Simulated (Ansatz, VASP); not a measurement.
**PbSe in VASP and in Ansatz**

```
CELL_PARAMETERS angstrom
0.00000 2.96515 2.96515
2.96515 0.00000 2.96515
2.96515 2.96515 0.00000
ATOMIC_POSITIONS crystal
Pb 0.00000 0.00000 0.00000
Se 0.50000 0.50000 0.50000
```

Change from the starting cell: hydrostatic strain -4.0%.

Alike in both runs: task single point; functional PBE; k mesh 8 × 8 × 8; occupations fermi-dirac, width 0.02 eV; no spin polarisation.

```csv
,VASP,Ansatz
version,VASP 6.6.1,Ansatz 0.2.0
potentials or method,"VASP PAW PBE potentials, release 64 (Pb_d, Se)","plane waves, PAW"
plane-wave cutoff (eV),520,420
valence electrons in the cell,20,30
```

|  | VASP | Ansatz | Ansatz less VASP |
| --- | --- | --- | --- |
| pressure (GPa) | 8.9 | 8.9 | 0.00 |

The functional is the same, so the differences come from potentials, cutoffs and numerics. VASP's potentials hold 20 valence electrons a cell and Ansatz's 30, so a difference there can come from the potentials and not from the codes.

Neither program's run includes spin-orbit coupling.
